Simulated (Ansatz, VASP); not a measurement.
# BAs in VASP and in Ansatz

```
B As
1.0
     3.23379    0.00000    0.00000
     0.00000    3.28901    0.00000
     0.00000    0.00000    8.22441
B As
3 3
Direct
  0.50000 0.50000 0.17473
  0.50000 0.50000 0.82527
  0.00000 0.00000 0.50000
  0.50000 0.00000 0.32330
  0.00000 0.50000 0.00000
  0.50000 0.00000 0.67670
```

Alike in both runs: functional PBE; k mesh 12 × 12 × 6; occupations gaussian, width 0.1 eV; no spin polarisation.

Ansatz relaxed the structure, and its values are those at the end. VASP's run is a single point on that final structure, the one shown.

```csv
,VASP,Ansatz
version,VASP 6.6.1,Ansatz 0.2.0
potentials or method,"VASP PAW PBE potentials, release 64 (B, As), cutoff 520 eV","scalar-relativistic, plane waves, PAW"
valence electrons in the cell,24,54
```

VASP gave:

```
gap on the k mesh at the Fermi level (eV) : none
pressure (GPa)                            : 0.5
rms of the force components (eV/Å)        : 0.009
```

**Question.** Which values does Ansatz return?

**Answer.** gap on the k mesh at the Fermi level (eV): none; pressure (GPa): 0.0; rms of the force components (eV/Å): 0.000.

A gap of «none» marks a metal or a gap that the smearing closes. VASP's potentials hold 24 valence electrons a cell and Ansatz's 54, so a difference there can come from the potentials and not from the codes.
